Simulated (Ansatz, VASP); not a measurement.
# Two plane-wave programs on SnSe2

The input POSCAR:

```
SnSe2
1.0
    3.8404613600      0.0000000000      0.0000000000
   -1.9202306800      3.3259371000      0.0000000000
    0.0000000000      0.0000000000      6.5244591100
Sn Se
1 2
Direct
    0.0000000000      0.0000000000      0.0000000000
    0.3333333300      0.6666666700      0.2412315300
    0.6666666700      0.3333333300      0.7587684700
```

The input INCAR.step1:

```
SYSTEM = SnSe2
ALGO     = Normal         ! electronic algorithm
EDIFF    = 1E-4           ! SCF threshold, eV
ENCUT    = 520            ! plane-wave cutoff, eV
GGA      = PE             ! functional
GGA_COMPAT= .FALSE.      
ISMEAR   = -1             ! smearing method
LASPH    = .TRUE.         ! aspherical terms in the spheres
LCHARG   = .FALSE.        ! write CHGCAR
LNONCOLLINEAR= .TRUE.         ! non-collinear magnetism
LREAL    = .FALSE.        ! projectors in reciprocal space
LSORBIT  = .TRUE.         ! spin-orbit coupling
LWAVE    = .TRUE.         ! write WAVECAR
MAGMOM   = 0 0 0 0 0 0 0 0 0 ! initial moments
NBANDS   = 39             ! bands
NELM     = 150            ! most SCF steps
PREC     = Accurate       ! precision mode
SIGMA    = 0.02           ! smearing width, eV
```

INCAR.step2

```
SYSTEM = SnSe2
ALGO     = Normal         ! electronic algorithm
EDIFF    = 1E-6           ! SCF threshold, eV
ENCUT    = 520            ! plane-wave cutoff, eV
GGA_COMPAT= .FALSE.      
ISIF     = 2              ! what is computed and relaxed
ISMEAR   = -1             ! smearing method
ISTART   = 1            
LASPH    = .TRUE.         ! aspherical terms in the spheres
LCHARG   = .FALSE.        ! write CHGCAR
LMIXTAU  = .TRUE.       
LNONCOLLINEAR= .TRUE.         ! non-collinear magnetism
LORBIT   = 11             ! projections on sites
LORBMOM  = .TRUE.       
LREAL    = .FALSE.        ! projectors in reciprocal space
LSORBIT  = .TRUE.         ! spin-orbit coupling
LWAVE    = .FALSE.        ! write WAVECAR
MAGMOM   = 0 0 0 0 0 0 0 0 0 ! initial moments
METAGGA  = R2SCAN         ! meta-GGA
NBANDS   = 39             ! bands
NELM     = 150            ! most SCF steps
PREC     = Accurate       ! precision mode
SIGMA    = 0.02           ! smearing width, eV
```

Contents of KPOINTS:

```
k-points
0
G
  6 6 4
  0 0 0
```

Input for Ansatz:

```yaml
crystal:
  lattice:
    - [3.84046136, 0.0, 0.0]
    - [-1.92023068, 3.3259371, 0.0]
    - [0.0, 0.0, 6.52445916]
  atoms:
    - { symbol: Sn, position: [0.0, 0.0, 0.0] }
    - { symbol: Se, position: [0.33333333, 0.66666667, 0.24123153] }
    - { symbol: Se, position: [0.66666667, 0.33333333, 0.75876847] }
  symmetry: { tolerance: 0.0003 }
hamiltonian:
  xc: r2scan
  pseudopotentials: { kind: paw_fr, azcp: { folder: soft_1 } }
basis:
  ecutwfc: 500
magnetization:
  noncollinear: true
  spin_orbit: true
scf:
  occupations: { method: fermi_dirac, width: 0.02 }
kpoints:
  mp_grid: { grid: [6, 6, 4], shift: [0, 0, 0] }
  band_path:
    path:
      - [0.0, 0.0, 0.0]
      - [0.5, 0.0, 0.0]
      - [0.33333333, 0.33333333, 0.0]
      - [0.0, 0.0, 0.0]
      - [0.0, 0.0, 0.5]
      - [0.5, 0.0, 0.5]
      - [0.33333333, 0.33333333, 0.5]
      - [0.0, 0.0, 0.5]
      - [0.5, 0.0, 0.5]
      - [0.5, 0.0, 0.0]
      - [0.33333333, 0.33333333, 0.5]
    npoints: 7
output:
  forces: true
  stress: true
  eigenvalues: true
  bader: true
  populations: true
  elf: true
  write_potential: true
  write_density: true
  volumetric_format: npy
  dos:
    e_range: [-12, 8]
    de: 0.05
    projected: { site_lists: { Se: [Se], Sn: [Sn] } }
    method: { smearing: { sigma: 0.1, scheme: gaussian } }
```

Alike in both runs: task single point; functional r2SCAN; k mesh 6 × 6 × 4; occupations fermi-dirac, width 0.02 eV; non-collinear spin, spin-orbit coupling.

|  | VASP | Ansatz |
| --- | --- | --- |
| version | VASP 6.6.1 | Ansatz 0.2.0 |
| potentials or method | VASP PAW PBE potentials, release 64 (Sn_d, Se), cutoff 520 eV | PAW plane waves |
| valence electrons in the cell | 26 | 46 |

Ansatz gave:

* pressure (GPa): 0.1
* traceless stress, the component that is largest in VASP (GPa): -0.09
* rms of the force components (eV/Å): 0.004

Task: What did VASP give for the same quantities?

Result: Pressure (GPa): 0.1; traceless stress, the component that is largest in VASP (GPa): -0.09; rms of the force components (eV/Å): 0.005.

VASP's potentials were made for PBE, not for r2SCAN. Atom by atom the forces differ by 0.009 eV/Å (rms over components). With one functional, cell and mesh, what is left measures potentials, basis and numerics. VASP's potentials hold 26 valence electrons a cell and Ansatz's 46, so a difference there can come from the potentials and not from the codes.
